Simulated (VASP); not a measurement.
Runs of VASP 6.6.1 on Ti. The structure is that of space group Fm-3m (No. 225), or close to it. The cells are those of the table. 

```tsv
cell	gap on the mesh (eV)	pressure (GPa)
a = 2.859 Å, angles 60.0°, 1 atom	none	(b)
a = 2.978 Å, angles 60.0°, 1 atom	none	(a)
a = 3.053 Å, angles 60.0°, 1 atom	none	-9.4
a = 3.016 Å, angles 60.0°, 1 atom	none	-6.9
a = 2.940 Å, angles 60.0°, 1 atom	none	-0.2
a = 2.900 Å, angles 60.0°, 1 atom	none	4.1
```

Alike in all rows: task single point; level RPBE; potentials or basis VASP PAW PBE potentials, release 64 (Ti_sv); no spin polarisation; k mesh 15 × 15 × 15; cutoff (eV) 520; smearing fermi-dirac 0.1 eV.

Q: Fill in the values left out.

A: (a) -3.9; (b) 9.3.

Caveats: the PAW data sets were made with another functional, which shifts forces and pressure a little.

A gap of «none» marks levels without a gap at the run's occupations.
